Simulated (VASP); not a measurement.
# Ag (Fm-3m) in VASP: a series of runs

The runs below take Ag through single point, relaxation of cell and atoms, with LDA.

All numbers are computed with VASP 6.6.1; they aren't measurements. Logs are shortened: lines on timing, memory, paths and dates and some standing lists are left out, and cuts for length are marked.

## Step 1: The cell of the first run

Symmetry: Fm-3m, No. 225, cubic system. The conventional cell has a = 4.000 Å, b = 4.000 Å, c = 4.000 Å, α = 90.00°, β = 90.00°, γ = 90.00°. Ag (site symmetry m-3m) has 12 Ag at 2.83 Å within 3.7 Å.

## Step 2: Single point, LDA

Input file INCAR:

```
SYSTEM = Ag
ALGO = Normal
EDIFF = 1E-7
ENCUT = 520
GGA = CA
ISIF = 2
ISMEAR = 1
LASPH = .TRUE.
LCHARG = .FALSE.
LREAL = .FALSE.
LWAVE = .FALSE.
NBANDS = 12
NELM = 80
PREC = Accurate
SIGMA = 0.1
```

Input file KPOINTS:

```
k-points
0
G
  9 9 9
  0 0 0
```

Input file POSCAR:

```
Ag
1.0
    0.0000000000      1.9998763240      1.9998763240
    1.9998763240      0.0000000000      1.9998763240
    1.9998763240      1.9998763240      0.0000000000
Ag
1
Direct
    0.0000000000      0.0000000000      0.0000000000
```

Potentials or basis: VASP PAW LDA potentials, release 64 (Ag).

The run is started by

```sh
> cat potpaw_LDA.64/Ag/POTCAR > POTCAR
> mpirun -np 1 vasp_std > vasp.out
```

OUTCAR:

```text
SYSTEM = Ag
   EDIFF = 1E-7
   ENCUT = 520
   GGA = CA
   ISIF = 2
   ISMEAR = 1
   LASPH = .TRUE.
   LREAL = .FALSE.
   NELM = 80
   PREC = Accurate

 ion  position               nearest neighbor table
   1  0.000  0.000  0.000-

  LATTYP: Found a face centered cubic cell.
 ALAT       =     3.9997526480

  Lattice vectors:

 A1 = (   0.0000000000,   1.9998763240,   1.9998763240)
 A2 = (   1.9998763240,   0.0000000000,   1.9998763240)
 A3 = (   1.9998763240,   1.9998763240,   0.0000000000)

Analysis of symmetry for initial positions (statically):
=====================================================================
 Subroutine PRICEL returns:
 Original cell was already a primitive cell.

 Routine SETGRP: Setting up the symmetry group for a
 face centered cubic supercell.

 Subroutine GETGRP returns: Found 48 space group operations
 (whereof 48 operations were pure point group operations)
 out of a pool of 48 trial point group operations.

The static configuration has the point symmetry O_h .

Analysis of symmetry for dynamics (positions and initial velocities):
=====================================================================
 Subroutine PRICEL returns:
 Original cell was already a primitive cell.

 Routine SETGRP: Setting up the symmetry group for a
 face centered cubic supercell.

 Subroutine GETGRP returns: Found 48 space group operations
 (whereof 48 operations were pure point group operations)
 out of a pool of 48 trial point group operations.

The dynamic configuration has the point symmetry O_h .

 Subroutine INISYM returns: Found 48 space group operations
 (whereof 48 operations are pure point group operations),
 and found     1 'primitive' translations

----------------------------------------------------------------------------------------

                                     Primitive cell

  volume of cell :      15.9970

  direct lattice vectors                    reciprocal lattice vectors
     0.000000000  1.999876324  1.999876324    -0.250015460  0.250015460  0.250015460
     1.999876324  0.000000000  1.999876324     0.250015460 -0.250015460  0.250015460
     1.999876324  1.999876324  0.000000000     0.250015460  0.250015460 -0.250015460

  length of vectors
     2.828252220  2.828252220  2.828252220     0.433039480  0.433039480  0.433039480

  position of ions in fractional coordinates (direct lattice)
     0.000000000  0.000000000  0.000000000

  ion indices of the primitive-cell ions
   primitive index   ion index
                 1           1

----------------------------------------------------------------------------------------

 KPOINTS: k-points

Automatic generation of k-mesh.
 Grid dimensions read from file:
 generate k-points for:    9    9    9

 Generating k-lattice:

  Cartesian coordinates                     Fractional coordinates (reciprocal lattice)
    -0.027779496  0.027779496  0.027779496     0.111111111  0.000000000  0.000000000
     0.027779496 -0.027779496  0.027779496     0.000000000  0.111111111  0.000000000
     0.027779496  0.027779496 -0.027779496     0.000000000  0.000000000  0.111111111

  Length of vectors
     0.048115498  0.048115498  0.048115498

  Shift w.r.t. Gamma in fractional coordinates (k-lattice)
     0.000000000  0.000000000  0.000000000

 Subroutine IBZKPT returns following result:
 ===========================================

 Found     35 irreducible k-points:

 Following reciprocal coordinates:
            Coordinates               Weight
  0.000000  0.000000  0.000000      1.000000
  0.111111  0.000000  0.000000      8.000000
  0.222222  0.000000  0.000000      8.000000
  0.333333  0.000000  0.000000      8.000000
  0.444444  0.000000  0.000000      8.000000
  0.111111  0.111111  0.000000      6.000000
[... 16 lines left out ...]
 -0.333333  0.333333  0.000000     12.000000
  0.444444  0.444444  0.000000      6.000000
 [... further k-points ...]
   k-points           NKPTS =     35   k-points in BZ     NKDIM =     35   number of bands    NBANDS=     12
   number of dos      NEDOS =    301   number of ions     NIONS =      1
   total plane-waves  NPLWV =  13824
   dimension x,y,z NGX =    24 NGY =   24 NGZ =   24
   dimension x,y,z NGXF=    48 NGYF=   48 NGZF=   48
   ions per type =               1
   NGX,Y,Z   is equivalent  to a cutoff of  14.11, 14.11, 14.11 a.u.
   NGXF,Y,Z  is equivalent  to a cutoff of  28.21, 28.21, 28.21 a.u.
 SYSTEM =  Ag
   PREC   = accura    normal or accurate (medium, high low for compatibility)
   ISTART =      0    job   : 0-new  1-cont  2-samecut
   ICHARG =      2    charge: 1-file 2-atom 10-const
   ISPIN  =      1    spin polarized calculation?
   LNONCOLLINEAR =      F non collinear calculations
   LSORBIT =      F    spin-orbit coupling
   LASPH  =      T    aspherical Exc in radial PAW
   ENCUT  =  520.0 eV  38.22 Ry    6.18 a.u.   5.26  5.26  5.26*2*pi/ulx,y,z
   NELM   =     80;   NELMIN=  2; NELMDL= -5     # of ELM steps
   EDIFF  = 0.1E-06   stopping-criterion for ELM
   LREAL  =      F    real-space projection
   EDIFFG = 0.1E-05   stopping-criterion for IOM
   NSW    =      0    number of steps for IOM
   IBRION =     -1    ionic relax: 0-MD 1-quasi-New 2-CG
   NFREE  =      0    steps in history (QN), initial steepest desc. (CG)
   ISIF   =      2    stress and relaxation
   ISYM   =      2    0-nonsym 1-usesym 2-fastsym
   POTIM  = 0.5000    time-step for ionic-motion
   TEBEG  =    0.0;   TEEND  =   0.0 temperature during run
   PSTRESS=    0.0 pullay stress
   NELECT =      11.0000    total number of electrons
   NUPDOWN=      -1.0000    fix difference up-down
   EMIN   =  10.00;   EMAX   =-10.00  energy-range for DOS
   EFERMI =   0.00;   METHOD = LEGACY
   ISMEAR =     1;   SIGMA  =   0.10  broadening in eV -4-tet -1-fermi 0-gaus
   EFERMI_NEDOS =   21; number of points for ismear=-14 and -15
   IALGO  =     38    algorithm
   IMIX   =      4    mixing-type and parameters
     AMIX     =   0.40;   BMIX     =  1.00
     AMIX_MAG =   1.60;   BMIX_MAG =  1.00
  volume/ion in A,a.u.               =      16.00       107.95
  Fermi-wavevector in a.u.,A,eV,Ry     =   1.444971  2.730600 28.408181  2.087942
  Thomas-Fermi vector in A             =   2.563206
   LORBIT       =      0    0 simple, 1 ext, 2 COOP (PROOUT), +10 PAW based schemes
   GGA     = CA    functional components
   LHFCALC =     F    Hartree Fock is set to
   AEXX    =    0.0000 exact exchange contribution
   IVDW    =     0    specifies the selected vdW correction
   LEPSILON=     F    determine dielectric tensor
   LRPA    =     F    only Hartree local field effects (RPA)
 non-spin polarized calculation
 Methfessel and Paxton  Order N= 1 SIGMA  =   0.10
  energy-cutoff  :      520.00
  volume of cell :       16.00
 maximum number of plane-waves:       440
 NGX is ok and might be reduce to    24
   NGX = 11   NGY = 11   NGZ = 11

 number of electron      11.0000002 magnetization

 Free energy of the ion-electron system (eV)
  ---------------------------------------------------
  ext. energy  EPLUGINS =         0.00000000
  ---------------------------------------------------
  free energy    TOTEN  =        -3.80223168 eV

  energy without entropy =       -3.80212169  energy(sigma->0) =       -3.80219502

 E-fermi :   9.3966     XC(G=0): -12.9618

 val. band max:        8.9525792722   @ k =   0.4444   0.3333   0.0000
 cond. band min:       9.4606877979   @ k =  -0.4444   0.1111   0.0000
 fundamental gap:      0.5081085257
 Fermi energy:         9.3966041348

 k-point     1 :       0.0000    0.0000    0.0000
  band No.  band energies     occupation
      1       0.7678      2.00000
      2       4.0611      2.00000
      3       4.0611      2.00000
      4       4.0611      2.00000
      5       5.2397      2.00000
      6       5.2397      2.00000
      7      25.2183      0.00000
      8      29.1012      0.00000
      9      29.1012      0.00000
     10      29.1012      0.00000
     11      34.2848      0.00000
     12      35.7193      0.00000

 k-point     2 :       0.1111    0.0000    0.0000
  band No.  band energies     occupation
      1       1.1646      2.00000
      2       3.9725      2.00000
      3       4.1702      2.00000
      4       4.1702      2.00000
      5       5.2028      2.00000
      6       5.2028      2.00000
      7      25.1674      0.00000
      8      26.7970      0.00000
      9      29.3320      0.00000
     10      29.3320      0.00000
     11      33.5699      0.00000
     12      35.0165      0.00000

 k-point     3 :       0.2222    0.0000    0.0000
  band No.  band energies     occupation
      1       2.0689      2.00000
      2       4.0604      2.00000
      3       4.2963      2.00000
      4       4.2963      2.00000
      5       5.2922      2.00000
      6       5.2922      2.00000
      7      21.7744      0.00000
      8      26.0760      0.00000
      9      29.5635      0.00000
     10      29.5635      0.00000
     11      32.4545      0.00000
     12      33.3296      0.00000

 k-point     4 :       0.3333    0.0000    0.0000
  band No.  band energies     occupation
      1       2.3826      2.00000
      2       4.1867      2.00000
      3       4.1867      2.00000
      4       5.5123      2.00000
      5       5.7098      2.00000
      6       5.7098      2.00000
      7      17.4441      0.00000
      8      25.2631      0.00000
      9      28.6832      0.00000
     10      28.6832      0.00000
     11      32.7026      0.00000
     12      32.7026      0.00000

 k-point     5 :       0.4444    0.0000    0.0000
  band No.  band energies     occupation
      1       2.2816      2.00000
      2       4.0556      2.00000
      3       4.0556      2.00000
      4       6.0835      2.00000
      5       6.0835      2.00000
      6       7.8673      2.00000
      7      13.7776      0.00000
      8      24.5752      0.00000
      9      27.6175      0.00000
     10      27.6175      0.00000
     11      32.8511      0.00000
     12      32.8511      0.00000
[... 228 lines left out ...]
      1       2.5469      2.00000
      2       2.7126      2.00000
      3       5.4919      2.00000
      4       5.6441      2.00000
      5       6.2006      2.00000
      6       8.9526      2.00000
      7      18.9496      0.00000
      8      19.6809      0.00000
      9      21.3564      0.00000
     10      26.8543      0.00000
     11      29.1937      0.00000
     12      38.4008      0.00000

 k-point    22 :      -0.4444    0.3333    0.0000
  band No.  band energies     occupation
      1       2.6509      2.00000
      2       3.0658      2.00000
      3       4.9629      2.00000
      4       5.4561      2.00000
      5       6.1685      2.00000
      6      11.9813      0.00000
      7      15.4494      0.00000
      8      17.8038      0.00000
      9      21.9768      0.00000
     10      26.6116      0.00000
     11      33.0235      0.00000
     12      37.1603      0.00000

 k-point    23 :      -0.3333    0.3333    0.0000
  band No.  band energies     occupation
      1       2.9694      2.00000
      2       3.6121      2.00000
      3       4.3007      2.00000
      4       5.1793      2.00000
      5       5.8157      2.00000
      6      12.3723      0.00000
      7      15.1519      0.00000
      8      16.9965      0.00000
      9      23.7846      0.00000
     10      26.3652      0.00000
     11      36.1442      0.00000
     12      36.2100      0.00000

 k-point    24 :       0.4444    0.4444    0.0000
  band No.  band energies     occupation
      1       2.2716      2.00000
      2       2.4214      2.00000
      3       6.0790      2.00000
      4       6.2772      2.00000
      5       6.2772      2.00000
      6       9.7823     -0.00000
      7      17.2835      0.00000
      8      20.2096      0.00000
      9      20.2096      0.00000
     10      27.0695      0.00000
     11      27.1648      0.00000
     12      39.2972      0.00000

 [... further k-points ...]

------------------------ aborting loop because EDIFF is reached ----------------------------------------

  FORCE on cell =-STRESS in cart. coord.  units (eV):
  Direction    XX          YY          ZZ          XY          YZ          ZX
  --------------------------------------------------------------------------------------
  -------------------------------------------------------------------------------------
  Total        0.0132028      0.0132028      0.0132028      0.0000000     -0.0000000     -0.0000000
  in kB        1.3223250      1.3223250      1.3223250      0.0000000     -0.0000000     -0.0000000
  external PRESSURE =       1.3223250 kB  Pullay stress =       0.0000000 kB

 VOLUME and BASIS-vectors are now :
 -----------------------------------------------------------------------------
  energy-cutoff  :      520.00
  volume of cell :       16.00
      direct lattice vectors                 reciprocal lattice vectors
     0.000000000  1.999876324  1.999876324    -0.250015460  0.250015460  0.250015460
     1.999876324  0.000000000  1.999876324     0.250015460 -0.250015460  0.250015460
     1.999876324  1.999876324  0.000000000     0.250015460  0.250015460 -0.250015460

 POSITION                                       TOTAL-FORCE (eV/Angst)
 -----------------------------------------------------------------------------------
      0.00000      0.00000      0.00000         0.000000      0.000000      0.000000
 -----------------------------------------------------------------------------------
    total drift:                               -0.000000      0.000000     -0.000000

  FREE ENERGIE OF THE ION-ELECTRON SYSTEM (eV)
  ---------------------------------------------------
  free  energy   TOTEN  =        -3.8022316787 eV

  energy  without entropy=       -3.8021216880  energy(sigma->0) =       -3.80219502
```

It took 3.9 s on 1 thread of Intel Xeon 6975P-C (Granite Rapids), shared host; peak memory 0.13 GiB.

What came out:

* Free energy: -3.8022 eV
* Pressure: 0.1 GPa

## Step 3: Relaxation of cell and atoms, LDA

This run uses another cell than the first one, of 17.05 Å³/atom, 1.066 times its volume.

Input file INCAR:

```
PREC = Accurate ; ENCUT = 600
EDIFF = 1E-7 ; ISMEAR = 1
SIGMA = 0.1 ; LREAL = F
LASPH = T ; NELM = 100
ALGO = Normal ; ISIF = 3
LWAVE = F ; LCHARG = F
IBRION = 2 ; NSW = 60
EDIFFG = -0.01
```

Input file KPOINTS:

```
Automatic mesh
0
Gamma
  9 9 9
```

Input file POSCAR:

```
Ag
1.0
    0.0000000000      2.0427500000      2.0427500000
    2.0427500000      0.0000000000      2.0427500000
    2.0427500000      2.0427500000      0.0000000000
Ag
1
Direct
    0.0000000000      0.0000000000      0.0000000000
```

Potentials or basis: VASP PAW LDA potentials, release 64 (Ag).

The run is started by

```sh
> cat potpaw_LDA.64/Ag/POTCAR > POTCAR
> mpirun -np 1 vasp_std > vasp.out
```

Run time: 8.2 s. Hardware: 1 thread of Intel Xeon 6975P-C (Granite Rapids), shared host; peak memory 0.14 GiB.

The run converged. Its results:

```
Free energy                            : -3.8025 eV
Relaxed volume                         : 16.02 Å³/atom
Relaxed cell                           : a = 2.830 Å, b = 2.830 Å, c = 2.830 Å, α = 60.00°, β = 60.00°, γ = 60.00°
Space group after relaxing (to 0.05 Å) : Fm-3m (No. 225)
Energy gained by relaxing              : 25.4 meV/atom
Ionic steps                            : 3
Pressure after relaxing                : -0.1 GPa
```

The path:
```csv
step,energy change (eV),largest force (eV/Å),pressure (GPa),volume (Å³)
1,0.0000,0.0000,-7.36,17.05
2,-0.0044,0.0000,8.63,15.19
3,-0.0254,0.0000,-0.07,16.02
```

Final structure:
```
CELL_PARAMETERS angstrom
0.00000 2.00095 2.00095
2.00095 0.00000 2.00095
2.00095 2.00095 0.00000
ATOMIC_POSITIONS crystal
Ag 0.00000 0.00000 0.00000
```

Levels at points of the mesh, in eV from the Fermi level:
```tsv
k point	band 2	band 3	band 4	band 5	band 6	band 7	band 8	band 9
(0.00, 0.00, 0.00)	-5.33	-5.33	-5.33	-4.16	-4.16	15.82	19.69	19.69
```

LDA usually gives volumes a few per cent too small. Zero-point motion and thermal expansion aren't in these numbers.
